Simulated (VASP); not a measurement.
Here is a VASP 6.6.1 calculation.

The input POSCAR:

```
Ga3Se
1.0
    4.3419811414      0.0000000000      0.0000000000
    0.0000000000      4.3419811414      0.0000000000
    0.0000000000      0.0000000000      4.3419811414
Se Ga
1 3
Direct
    0.0000000000      0.0000000000      0.0000000000
    0.5000000000      0.5000000000      0.0000000000
    0.5000000000      0.0000000000      0.5000000000
    0.0000000000      0.5000000000      0.5000000000
```

File INCAR.step1:

```
ALGO     = Normal         # electronic algorithm
EDIFF    = 1E-4           # SCF threshold, eV
ENCUT    = 520            # plane-wave cutoff, eV
GGA      = PE             # functional
ISMEAR   = -1             # smearing method
LASPH    = T              # aspherical terms in the spheres
LCHARG   = F              # write CHGCAR
LREAL    = F              # projectors in reciprocal space
LWAVE    = T              # write WAVECAR
NBANDS   = 30             # bands
NELM     = 80             # most SCF steps
PREC     = Accurate       # precision mode
SIGMA    = 0.05           # smearing width, eV
```

INCAR.step2

```
ALGO     = Normal         # electronic algorithm
EDIFF    = 1E-6           # SCF threshold, eV
ENCUT    = 520            # plane-wave cutoff, eV
ISIF     = 2              # what is computed and relaxed
ISMEAR   = -1             # smearing method
ISTART   = 1            
LASPH    = T              # aspherical terms in the spheres
LCHARG   = F              # write CHGCAR
LMIXTAU  = T            
LREAL    = F              # projectors in reciprocal space
LWAVE    = F              # write WAVECAR
METAGGA  = R2SCAN         # meta-GGA
NBANDS   = 30             # bands
NELM     = 80             # most SCF steps
PREC     = Accurate       # precision mode
SIGMA    = 0.05           # smearing width, eV
```

The input KPOINTS:

```
k-points
0
Gamma
  6 6 6
```

Potentials or basis: VASP PAW PBE potentials, release 64 (Se, Ga_d).

Launch:

```sh
$ cat potpaw_PBE.64/Se/POTCAR potpaw_PBE.64/Ga_d/POTCAR > POTCAR
$ cp INCAR.step1 INCAR
$ mpirun -np 1 vasp_std > vasp.out
$ cp INCAR.step2 INCAR
$ mpirun -np 1 vasp_std > vasp.out
```

(1) What does it give for the pressure?

Answers

(1) 0.8 GPa.

Caveat: the PAW data sets were made with another functional, which shifts forces and pressure a little.
